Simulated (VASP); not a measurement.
ZnS, 2 atoms in the cell. The structure is cubic, space group F-43m (No. 216). The conventional cell has a = 5.191 Å, b = 5.191 Å, c = 5.191 Å, α = 90.00°, β = 90.00°, γ = 90.00°. Zn (site symmetry -43m) has 4 S at 2.25 Å within 3.0 Å. Within 3.0 Å of S (site symmetry -43m) lie 4 Zn at 2.25 Å. 

* Program: VASP 6.6.1
* Task: vibrations by perturbation theory
* Functional: LDA
* Potentials or basis: VASP PAW LDA potentials, release 64 (Zn, S)
* Cutoff: 520 eV
* k mesh: 10 × 10 × 10
* Occupations: gaussian, width 0.01 eV
* Spin: no spin polarisation
* Dipole correction: no
* Further INCAR settings: ALGO = Normal; EDIFF = 1e-08; NBANDS = 16; IBRION = 8; NSW = 1

Potentials or basis: VASP PAW LDA potentials, release 64 (Zn, S).

The run is started by

```bash
$ cat potpaw_LDA.64/Zn/POTCAR potpaw_LDA.64/S/POTCAR > POTCAR
$ mpirun -np 1 vasp_std > vasp.out
```

Hardware: 1 thread of Intel Xeon 8259CL, on a shared host.

**Question.** Estimate the wall time of this run.

**Answer.** It took 20 min on 1 thread of Intel Xeon 8259CL (shared host), peak memory 0.35 GiB. Counts: scf iterations 142, k points 47.
